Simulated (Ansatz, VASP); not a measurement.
**Two plane-wave programs on KI**

POSCAR

```
KI
1.0
    0.0000000000      3.5245500000      3.4540590000
    3.5245500000      0.0000000000      3.4540590000
    3.5245500000      3.5245500000      0.0000000000
K I
1 1
Direct
    0.0000000000      0.0000000000      0.0000000000
    0.5000000000      0.5000000000      0.5000000000
```

The input INCAR.step1:

```
SYSTEM = KI
PREC = Accurate
ENCUT = 520
ISMEAR = 0
SIGMA = 0.05
LREAL = .False.
LASPH = .True.
NELM = 80
NBANDS = 15
GGA = PE
ALGO = Normal
EDIFF = 1E-4
LWAVE = .True.
LCHARG = .False.
```

File INCAR.step2:

```
SYSTEM = KI
PREC = Accurate
ENCUT = 520
EDIFF = 1E-6
ISMEAR = 0
SIGMA = 0.05
LREAL = .False.
LASPH = .True.
NELM = 80
ALGO = Normal
ISIF = 2
LWAVE = .False.
LCHARG = .False.
METAGGA = R2SCAN
LMIXTAU = .True.
NBANDS = 15
ISTART = 1
```

File KPOINTS:

```
regular mesh
0
Gamma
  6 6 6
  0 0 0
```

Input for Ansatz:

```yaml
crystal:
  lattice:
    - [0.0, 3.52455, 3.454059]
    - [3.52455, 0.0, 3.454059]
    - [3.52455, 3.52455, 0.0]
  atoms:
    - { symbol: K, position: [0.0, 0.0, 0.0] }
    - { symbol: I, position: [0.5, 0.5, 0.5] }
basis:
  ecutwfc: 500
kpoints:
  mp_grid: { grid: [6, 6, 6] }
hamiltonian:
  xc: r2scan
scf:
  occupations: { method: gaussian, width: 0.05 }
output:
  forces: true
  stress: true
  eigenvalues: true
```

Change from the starting cell: strain -0.0200 x Voigt [0, 0, 1, 0, 0, 0], atoms carried along.

Alike in both runs: task single point; functional r2SCAN; k mesh 6 × 6 × 6; occupations gaussian, width 0.05 eV; no spin polarisation.

```csv
,VASP,Ansatz
version,VASP 6.6.1,Ansatz 0.2.0
potentials or method,"VASP PAW PBE potentials, release 64 (K_sv, I), cutoff 520 eV","scalar-relativistic, plane waves, PAW"
valence electrons in the cell,16,26
```

```csv
,VASP,Ansatz,Ansatz less VASP
gap on the k mesh at the Fermi level (eV),4.67,4.67,+0.003
least direct gap on the mesh (eV),4.67,4.67,+0.003
pressure (GPa),0.5,0.5,-0.01
"traceless stress, the component that is largest in VASP (GPa)",0.46,0.46,-0.004
```

VASP's potentials were made for PBE, not for r2SCAN. VASP's potentials hold 16 valence electrons a cell and Ansatz's 26, so a difference there can come from the potentials and not from the codes.

Spin-orbit coupling is off throughout.
